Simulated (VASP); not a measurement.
# HC20 in VASP: single point with PBE+D3(BJ)

Aim: the single point of HC20 with PBE+D3(BJ).

Program: VASP 6.6.1. These are calculated values, not measurements. Logs are shortened: lines on timing, memory, paths and dates and some standing lists are left out, and cuts for length are marked.

### 1 The cell of the first run

The cell holds a slab with vacuum, 21 atoms: a = 4.929 Å, b = 6.805 Å, c = 22.235 Å, α = 90.00°, β = 90.00°, γ = 90.00°.

### 2 Single point, PBE+D3(BJ)

INCAR

```
SYSTEM = HC20
ALGO = Normal ; DIPOL = 0.5 0.5 0.305
EDIFF = 1E-7 ; ENCUT = 520
GGA = PE ; IDIPOL = 3
ISIF = 2 ; ISMEAR = 0
IVDW = 12 ; LASPH = .True.
LCHARG = .False. ; LDIPOL = .True.
LREAL = Auto ; LWAVE = .False.
NBANDS = 56 ; NELM = 80
PREC = Accurate ; SIGMA = 0.1
```

KPOINTS

```
k-points
0
Gamma
  6 4 1
  0 0 0
```

POSCAR

```
HC20
1.0
    4.9292027291      0.0000000000      0.0000000000
    0.0000000000      6.8054113579      0.0000000000
    0.0000000000      0.0000000000     22.2346643469
C H
20 1
Direct
    0.3122885183      0.2500141188      0.1798992752
    0.8122885183      0.2500141188      0.1798992752
    0.0622635010      0.2500141188      0.2119095571
    0.5622635010      0.2500141188      0.2119095571
    0.1871989222      0.7499858812      0.2279080302
    0.6871989222      0.7499858812      0.2279080302
    0.4371739048      0.7499858812      0.2599183120
    0.9371739048      0.7499858812      0.2599183120
    0.0621093260      0.2500141188      0.2759167852
    0.5621093260      0.2500141188      0.2759167852
    0.3120409925      0.2500133946      0.3071026518
    0.8120409925      0.2500133946      0.3071026518
    0.4371093881      0.7499905632      0.3309339292
    0.9371093881      0.7499905632      0.3309339292
    0.1866551682      0.7499900467      0.3565506911
    0.6866551682      0.7499900467      0.3565506911
    0.3119519864      0.2500147752      0.3740490919
    0.8119519864      0.2500147752      0.3740490919
    0.0621664184      0.2500173699      0.4018349100
    0.5621664184      0.2500173699      0.4018349100
    0.3954997517      0.2500173699      0.5502518120
```

Potentials or basis: VASP PAW PBE potentials, release 64 (C, H).

The run is started by

```bash
> cat potpaw_PBE.64/C/POTCAR potpaw_PBE.64/H/POTCAR > POTCAR
> mpirun -np 1 vasp_std > vasp.out
```

OUTCAR:

```text
SYSTEM = HC20
   EDIFF = 1E-7
   ENCUT = 520
   GGA = PE
   ISIF = 2
   ISMEAR = 0
   IVDW = 12
   LASPH = .True.
   LREAL = Auto
   NELM = 80
   PREC = Accurate
 IVDW          = 12

 ion  position               nearest neighbor table
   1  0.312  0.250  0.180-   4 1.42   3 1.42
   2  0.812  0.250  0.180-   3 1.42   4 1.42
   3  0.062  0.250  0.212-   2 1.42   9 1.42   1 1.42
   4  0.562  0.250  0.212-   1 1.42  10 1.42   2 1.42
   5  0.187  0.750  0.228-   7 1.42   8 1.42
   6  0.687  0.750  0.228-   8 1.42   7 1.42
   7  0.437  0.750  0.260-   5 1.42   6 1.42  13 1.58
   8  0.937  0.750  0.260-   6 1.42   5 1.42  14 1.58
   9  0.062  0.250  0.276-  11 1.41  12 1.41   3 1.42
  10  0.562  0.250  0.276-  12 1.41  11 1.41   4 1.42
  11  0.312  0.250  0.307-   9 1.41  10 1.41  17 1.49
  12  0.812  0.250  0.307-  10 1.41   9 1.41  18 1.49
  13  0.437  0.750  0.331-  16 1.36  15 1.36   7 1.58
  14  0.937  0.750  0.331-  15 1.36  16 1.36   8 1.58
  15  0.187  0.750  0.357-  14 1.36  13 1.36
  16  0.687  0.750  0.357-  13 1.36  14 1.36
  17  0.312  0.250  0.374-  19 1.38  20 1.38  11 1.49
  18  0.812  0.250  0.374-  20 1.38  19 1.38  12 1.49
  19  0.062  0.250  0.402-  17 1.38  18 1.38
  20  0.562  0.250  0.402-  18 1.38  17 1.38
  21  0.395  0.250  0.550-

  LATTYP: Found a simple orthorhombic cell.
 ALAT       =     4.9292027291
 B/A-ratio  =     1.3806312566
 C/A-ratio  =     4.5108033832

  Lattice vectors:

 A1 = (   4.9292027291,   0.0000000000,   0.0000000000)
 A2 = (   0.0000000000,   6.8054113579,   0.0000000000)
 A3 = (   0.0000000000,   0.0000000000,  22.2346643469)

Analysis of symmetry for initial positions (statically):
=====================================================================
 Subroutine PRICEL returns:
 Original cell was already a primitive cell.

 Routine SETGRP: Setting up the symmetry group for a
 simple orthorhombic supercell.

 Subroutine GETGRP returns: Found  1 space group operations
 (whereof  1 operations were pure point group operations)
 out of a pool of  8 trial point group operations.

The static configuration has the point symmetry C_1 .

Analysis of symmetry for dynamics (positions and initial velocities):
=====================================================================
 Subroutine PRICEL returns:
 Original cell was already a primitive cell.

 Routine SETGRP: Setting up the symmetry group for a
 simple orthorhombic supercell.

 Subroutine GETGRP returns: Found  1 space group operations
 (whereof  1 operations were pure point group operations)
 out of a pool of  8 trial point group operations.

The dynamic configuration has the point symmetry C_1 .

 Subroutine INISYM returns: Found  1 space group operations
 (whereof  1 operations are pure point group operations),
 and found     1 'primitive' translations

----------------------------------------------------------------------------------------

                                     Primitive cell

  volume of cell :     745.8674

  direct lattice vectors                    reciprocal lattice vectors
     4.929202729  0.000000000  0.000000000     0.202872565  0.000000000  0.000000000
     0.000000000  6.805411358  0.000000000     0.000000000  0.146941889  0.000000000
     0.000000000  0.000000000 22.234664347     0.000000000  0.000000000  0.044974819

  length of vectors
     4.929202729  6.805411358 22.234664347     0.202872565  0.146941889  0.044974819

  position of ions in fractional coordinates (direct lattice)
     0.312288518  0.250014119  0.179899275
     0.812288518  0.250014119  0.179899275
     0.062263501  0.250014119  0.211909557
     0.562263501  0.250014119  0.211909557
     0.187198922  0.749985881  0.227908030
     0.687198922  0.749985881  0.227908030
[... 13 lines left out ...]
     0.562166418  0.250017370  0.401834910
     0.395499752  0.250017370  0.550251812

  ion indices of the primitive-cell ions
   primitive index   ion index
                 1           1
                 2           2
                 3           3
                 4           4
                 5           5
                 6           6
[... 13 lines left out ...]
                20          20
                21          21

----------------------------------------------------------------------------------------

 KPOINTS: k-points

Automatic generation of k-mesh.
 Grid dimensions read from file:
 generate k-points for:    6    4    1

 Generating k-lattice:

  Cartesian coordinates                     Fractional coordinates (reciprocal lattice)
     0.033812094  0.000000000  0.000000000     0.166666667  0.000000000  0.000000000
     0.000000000  0.036735472  0.000000000     0.000000000  0.250000000  0.000000000
     0.000000000  0.000000000  0.044974819     0.000000000  0.000000000  1.000000000

  Length of vectors
     0.033812094  0.036735472  0.044974819

  Shift w.r.t. Gamma in fractional coordinates (k-lattice)
     0.000000000  0.000000000  0.000000000

 Subroutine IBZKPT returns following result:
 ===========================================

 Found     14 irreducible k-points:

 Following reciprocal coordinates:
            Coordinates               Weight
  0.000000  0.000000  0.000000      1.000000
  0.166667  0.000000  0.000000      2.000000
  0.333333  0.000000  0.000000      2.000000
  0.500000  0.000000  0.000000      1.000000
  0.000000  0.250000  0.000000      2.000000
  0.166667  0.250000  0.000000      2.000000
  0.166667 -0.250000  0.000000      2.000000
  0.333333  0.250000  0.000000      2.000000
  0.333333 -0.250000  0.000000      2.000000
  0.500000  0.250000  0.000000      2.000000
  0.000000  0.500000  0.000000      1.000000
  0.166667  0.500000  0.000000      2.000000
  0.333333  0.500000  0.000000      2.000000
  0.500000  0.500000  0.000000      1.000000
   k-points           NKPTS =     14   k-points in BZ     NKDIM =     14   number of bands    NBANDS=     56
   number of dos      NEDOS =    301   number of ions     NIONS =     21
   total plane-waves  NPLWV = 362880
   dimension x,y,z NGX =    40 NGY =   54 NGZ =  168
   dimension x,y,z NGXF=    80 NGYF=  108 NGZF=  336
   ions per type =              20   1
   NGX,Y,Z   is equivalent  to a cutoff of  13.49, 13.19, 12.56 a.u.
   NGXF,Y,Z  is equivalent  to a cutoff of  26.98, 26.38, 25.12 a.u.
 SYSTEM =  HC20
   PREC   = accura    normal or accurate (medium, high low for compatibility)
   ISTART =      0    job   : 0-new  1-cont  2-samecut
   ICHARG =      2    charge: 1-file 2-atom 10-const
   ISPIN  =      1    spin polarized calculation?
   LNONCOLLINEAR =      F non collinear calculations
   LSORBIT =      F    spin-orbit coupling
   LASPH  =      T    aspherical Exc in radial PAW
   ENCUT  =  520.0 eV  38.22 Ry    6.18 a.u.   9.17 12.65 41.34*2*pi/ulx,y,z
   NELM   =     80;   NELMIN=  2; NELMDL= -5     # of ELM steps
   EDIFF  = 0.1E-06   stopping-criterion for ELM
   LREAL  =      T    real-space projection
   EDIFFG = 0.1E-05   stopping-criterion for IOM
   NSW    =      0    number of steps for IOM
   IBRION =     -1    ionic relax: 0-MD 1-quasi-New 2-CG
   NFREE  =      0    steps in history (QN), initial steepest desc. (CG)
   ISIF   =      2    stress and relaxation
   ISYM   =      2    0-nonsym 1-usesym 2-fastsym
   POTIM  = 0.5000    time-step for ionic-motion
   TEBEG  =    0.0;   TEEND  =   0.0 temperature during run
   PSTRESS=    0.0 pullay stress
   NELECT =      81.0000    total number of electrons
   NUPDOWN=      -1.0000    fix difference up-down
   EMIN   =  10.00;   EMAX   =-10.00  energy-range for DOS
   EFERMI =   0.00;   METHOD = LEGACY
   ISMEAR =     0;   SIGMA  =   0.10  broadening in eV -4-tet -1-fermi 0-gaus
   EFERMI_NEDOS =   21; number of points for ismear=-14 and -15
   IALGO  =     38    algorithm
   IMIX   =      4    mixing-type and parameters
     AMIX     =   0.40;   BMIX     =  1.00
     AMIX_MAG =   1.60;   BMIX_MAG =  1.00
  volume/ion in A,a.u.               =      35.52       239.68
  Fermi-wavevector in a.u.,A,eV,Ry     =   0.781057  1.475983  8.300231  0.610050
  Thomas-Fermi vector in A             =   1.884496
   LORBIT       =      0    0 simple, 1 ext, 2 COOP (PROOUT), +10 PAW based schemes
   GGA     = PE    functional components
   LHFCALC =     F    Hartree Fock is set to
   AEXX    =    0.0000 exact exchange contribution
   IVDW    =    12    specifies the selected vdW correction
   LEPSILON=     F    determine dielectric tensor
   LRPA    =     F    only Hartree local field effects (RPA)
 non-spin polarized calculation
 Gauss-broadening in eV      SIGMA  =   0.10
  energy-cutoff  :      520.00
  volume of cell :      745.87
 maximum number of plane-waves:     20120
 NGX is ok and might be reduce to    40
   NGX = 19   NGY = 25   NGZ = 83

 dipolmoment           0.000000      0.000000      0.410429 electrons x Angstroem

 number of electron      81.0000009 magnetization

 dipolmoment           0.000000      0.000000     -0.050598 electrons x Angstroem

 Free energy of the ion-electron system (eV)
  ---------------------------------------------------
  ext. energy  EPLUGINS =         0.00000000
  ---------------------------------------------------
  free energy    TOTEN  =      -160.59368476 eV

  energy without entropy =     -160.48233343  energy(sigma->0) =     -160.53800910

 E-fermi :  -3.9800     XC(G=0):  -3.5122

 val. band max:       -3.9823614267   @ k =   0.0000   0.0000   0.0000
 cond. band min:      -3.9786524470   @ k =   0.0000   0.2500   0.0000
 fundamental gap:      0.0037089797
 Fermi energy:        -3.9800215832

 k-point     1 :       0.0000    0.0000    0.0000
  band No.  band energies     occupation
      1     -22.6662      2.00000
      2     -21.6498      2.00000
      3     -20.9653      2.00000
      4     -19.0503      2.00000
      5     -18.6098      2.00000
      6     -18.4923      2.00000
[... 44 lines left out ...]
     51       0.0055      0.00000
     52       1.3182      0.00000

 k-point     2 :       0.1667    0.0000    0.0000
  band No.  band energies     occupation
      1     -22.5445      2.00000
      2     -21.5319      2.00000
      3     -20.8480      2.00000
      4     -19.6880      2.00000
      5     -18.9420      2.00000
      6     -18.7734      2.00000
[... 44 lines left out ...]
     51       0.2028      0.00000
     52       1.2582      0.00000

 k-point     3 :       0.3333    0.0000    0.0000
  band No.  band energies     occupation
      1     -22.1803      2.00000
      2     -21.1793      2.00000
      3     -20.7415      2.00000
      4     -20.4974      2.00000
      5     -19.7886      2.00000
      6     -19.1218      2.00000
[... 44 lines left out ...]
     51       1.3422      0.00000
     52       1.9592      0.00000
[... 496 lines left out ...]
 k-point    13 :       0.3333    0.5000    0.0000
  band No.  band energies     occupation
      1     -22.1682      2.00000
      2     -21.1978      2.00000
      3     -20.7312      2.00000
      4     -20.4939      2.00000
      5     -19.8041      2.00000
      6     -19.1188      2.00000
[... 44 lines left out ...]
     51       1.1867      0.00000
     52       1.9582      0.00000

 k-point    14 :       0.5000    0.5000    0.0000
  band No.  band energies     occupation
      1     -21.5722      2.00000
      2     -21.5591      2.00000
      3     -20.6132      2.00000
      4     -20.6128      2.00000
      5     -19.9224      2.00000
      6     -19.9072      2.00000
[... 44 lines left out ...]
     51       1.6948      0.00000
     52       2.8260      0.00000
 [bands above 52 left out]

------------------------ aborting loop because EDIFF is reached ----------------------------------------

 vacuum level on the upper side and lower side of the slab       (xc-potential included)        -0.229         0.047

 Edisp (eV)   -2.16267

 E8    (eV) :    -0.6469

  FORCE on cell =-STRESS in cart. coord.  units (eV):
  Direction    XX          YY          ZZ          XY          YZ          ZX
  --------------------------------------------------------------------------------------
  -------------------------------------------------------------------------------------
  Total      -0.58799    -0.29996    -5.51076    -0.00055     0.00083     0.16525
  in kB      -1.26304    -0.64433   -11.83751    -0.00119     0.00178     0.35497
  external pressure =       -4.58 kB  Pullay stress =        0.00 kB

 VOLUME and BASIS-vectors are now :
 -----------------------------------------------------------------------------
  energy-cutoff  :      520.00
  volume of cell :      745.87
      direct lattice vectors                 reciprocal lattice vectors
     4.929202729  0.000000000  0.000000000     0.202872565  0.000000000  0.000000000
     0.000000000  6.805411358  0.000000000     0.000000000  0.146941889  0.000000000
     0.000000000  0.000000000 22.234664347     0.000000000  0.000000000  0.044974819

 POSITION                                       TOTAL-FORCE (eV/Angst)
 -----------------------------------------------------------------------------------
      1.53933      1.70145      4.00000        -0.084245      0.000174      2.021170
      4.00393      1.70145      4.00000        -0.012720      0.000173      1.956571
      0.30691      1.70145      4.71174         0.046495      0.000120     -3.334658
      2.77151      1.70145      4.71174         0.039468      0.000118     -3.520364
      0.92274      5.10396      5.06746         0.067885     -0.000200      3.207468
      3.38734      5.10396      5.06746         0.062192     -0.000201      3.206983
[... 13 lines left out ...]
      2.77103      1.70147      8.93466        -0.142995     -0.000441      0.569803
      1.94950      1.70147     12.23466         0.054991     -0.000001     -0.614890
 -----------------------------------------------------------------------------------
    total drift:                               -0.020689     -0.000000      0.008395

  FREE ENERGIE OF THE ION-ELECTRON SYSTEM (eV)
  ---------------------------------------------------
  free  energy   TOTEN  =      -162.7563508883 eV

  energy  without entropy=     -162.6449995607  energy(sigma->0) =     -162.70067522

 vacuum level on the upper side and lower side of the slab         2.362         2.646
```

It took 12 min on 1 thread of Intel Xeon 6975P-C (Granite Rapids), shared host; peak memory 0.89 GiB.

Results:

| Quantity | Value |
| --- | --- |
| Free energy | -162.7564 eV |
| Largest force | 3.521 eV/Å |
| Band gap on the k mesh | zero (an odd number of electrons rules out a gap without spin polarisation) |
| Dispersion energy per atom | -0.103 eV |

Forces on the atoms (eV/Å):
```
C   -0.084  0.000  2.021
C   -0.013  0.000  1.957
C    0.046  0.000 -3.335
C    0.039  0.000 -3.520
C    0.068  0.000  3.207
C    0.062  0.000  3.207
C   -0.065  0.000 -3.200
C   -0.065  0.000 -3.198
C    0.034  0.000  1.305
C   -0.027  0.000  1.373
C   -0.026  0.000  0.254
C    0.018  0.000  0.168
C    0.005  0.000  0.034
C    0.005  0.000  0.022
C   -0.003  0.000 -0.012
C   -0.005  0.000 -0.015
C   -0.054  0.000 -0.281
C    0.065  0.000 -0.141
C    0.089  0.000  0.200
C   -0.143  0.000  0.570
H    0.055  0.000 -0.615
```
